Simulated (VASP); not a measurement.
Ge2Sb, 6 atoms in the cell. The structure is orthorhombic, space group Pnnm (No. 58). The conventional cell has a = 5.627 Å, b = 6.991 Å, c = 3.994 Å, α = 90.00°, β = 90.00°, γ = 90.00°. Ge (site symmetry m) has 1 Ge at 2.53 Å and 3 Sb at 2.84 to 2.85 Å within 3.3 Å. Within 3.7 Å of Sb (site symmetry 2/m) lie 6 Ge at 2.84 to 2.85 Å. 

```yaml
Program: VASP 6.6.1
Task: single point
Functional: PBE
Potentials_or_basis: VASP PAW PBE potentials, release 64 (Ge_d, Sb)
Cutoff: 520 eV
k_mesh: 8 × 6 × 10
Occupations: gaussian, width 0.1 eV
Spin: no spin polarisation
Dipole_correction: no
Further_INCAR_settings: ALGO = Normal; EDIFF = 1e-06; NBANDS = 42
```

Potentials or basis: VASP PAW PBE potentials, release 64 (Ge_d, Sb).

Command:

```bash
$ cat potpaw_PBE.64/Ge_d/POTCAR potpaw_PBE.64/Sb/POTCAR > POTCAR
$ mpirun -np 1 vasp_std > vasp.out
```

Hardware: 1 thread of Intel Xeon 8259CL, with other jobs on the host.

Q: How long does it take, and how much memory?

A: Run time: 15 min on 1 thread of Intel Xeon 8259CL, with other jobs on the host, peak memory 0.69 GiB. Counts: scf iterations 13, k points 120.
